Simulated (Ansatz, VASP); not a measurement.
## Two plane-wave programs on HfTi3O8

The input POSCAR:

```
HfTi3O8
1.0
    3.4254338779     -4.8655636550      0.0000000000
    3.4254338779      4.8655636550      0.0000000000
    0.0000000000      0.0000000000      3.4544967389
Ti O Hf
3 8 1
Direct
    0.0000000000      0.5000000000      0.0000000000
    0.5000000000      0.5000000000      0.5000000000
    0.5000000000      0.0000000000      0.0000000000
    0.3854422846      0.1305455892      0.5000000000
    0.1305455892      0.3854422846      0.5000000000
    0.8690231932      0.1309768068      0.0000000000
    0.6226004510      0.3773995490      0.0000000000
    0.3773995490      0.6226004510      0.0000000000
    0.1309768068      0.8690231932      0.0000000000
    0.8694544108      0.6145577154      0.5000000000
    0.6145577154      0.8694544108      0.5000000000
    0.0000000000      0.0000000000      0.5000000000
```

Contents of INCAR.step1:

```
SYSTEM = HfTi3O8
PREC = Accurate
ENCUT = 660
ISMEAR = 0
SIGMA = 0.01
LREAL = .False.
LASPH = .True.
NELM = 120
NBANDS = 59
GGA = PE
ALGO = Normal
EDIFF = 1E-5
LWAVE = .True.
LCHARG = .False.
GGA_COMPAT = .False.
```

File INCAR.step2:

```
SYSTEM = HfTi3O8
PREC = Accurate
ENCUT = 660
EDIFF = 1E-6
ISMEAR = 0
SIGMA = 0.01
LREAL = .False.
LASPH = .True.
NELM = 120
ALGO = Normal
ISIF = 2
LWAVE = .False.
LCHARG = .True.
METAGGA = R2SCAN
LMIXTAU = .True.
LELF = .True.
LVHAR = .True.
NBANDS = 59
ISTART = 1
GGA_COMPAT = .False.
```

Contents of KPOINTS:

```
Automatic mesh
0
Gamma
  6 6 8
  0 0 0
```

Input for Ansatz:

```yaml
crystal:
  lattice:
    - [3.4254338779, -4.865563655, 0.0]
    - [3.4254338779, 4.865563655, 0.0]
    - [0.0, 0.0, 3.4544967389]
  atoms:
    - { symbol: Ti, position: [0.0, 0.5, 0.0] }
    - { symbol: O, position: [0.3854422846, 0.1305455892, 0.5] }
    - { symbol: O, position: [0.1305455892, 0.3854422846, 0.5] }
    - { symbol: Ti, position: [0.5, 0.5, 0.5] }
    - { symbol: O, position: [0.8690231932, 0.1309768068, 0.0] }
    - { symbol: O, position: [0.622600451, 0.377399549, 0.0] }
    - { symbol: Hf, position: [0.0, 0.0, 0.5] }
    - { symbol: O, position: [0.377399549, 0.622600451, 0.0] }
    - { symbol: O, position: [0.1309768068, 0.8690231932, 0.0] }
    - { symbol: Ti, position: [0.5, 0.0, 0.0] }
    - { symbol: O, position: [0.8694544108, 0.6145577154, 0.5] }
    - { symbol: O, position: [0.6145577154, 0.8694544108, 0.5] }
kpoints:
  mp_grid: { grid: [6, 6, 8] }
  band_path:
    path:
      - [0.0, 0.0, 0.0]
      - [-0.5, 0.5, 0.0]
      - [-0.3739095753, 0.6260904247, 0.0]
      - [0.3739095753, 0.3739095753, 0.0]
      - [0.0, 0.0, 0.5]
      - [0.3739095753, 0.3739095753, 0.5]
      - [-0.3739095753, 0.6260904247, 0.5]
      - [-0.5, 0.5, 0.5]
      - [0.0, 0.5, 0.0]
      - [0.497396, -0.497396, -0.5]
    npoints: 1
hamiltonian:
  xc: r2scan
scf:
  occupations: { method: fixed }
  n_extra_bands: 7
output:
  forces: true
  stress: true
  eigenvalues: true
```

Alike in both runs: task single point; functional r2SCAN; k mesh 6 × 6 × 8; no spin polarisation.

```csv
,VASP,Ansatz
version,VASP 6.6.1,Ansatz 0.2.0
potentials or method,"VASP PAW PBE potentials, release 64 (Ti_sv, O, Hf_pv)","plane waves, PAW"
plane-wave cutoff (eV),660,500
occupations,"gaussian, width 0.01 eV",fixed
valence electrons in the cell,94,110
```

Ansatz gave:

- gap on the k mesh at the Fermi level (eV): 1.63
- pressure (GPa): 0.0
- rms of the force components (eV/Å): 0.001

Problem. Which values does VASP return?

Solution. gap on the k mesh at the Fermi level (eV): 1.66; pressure (GPa): -0.4; rms of the force components (eV/Å): 0.078.

VASP's potentials were made for PBE, not for r2SCAN. VASP's potentials hold 94 valence electrons a cell and Ansatz's 110, so a difference there can come from the potentials and not from the codes.

Neither program's run includes spin-orbit coupling.
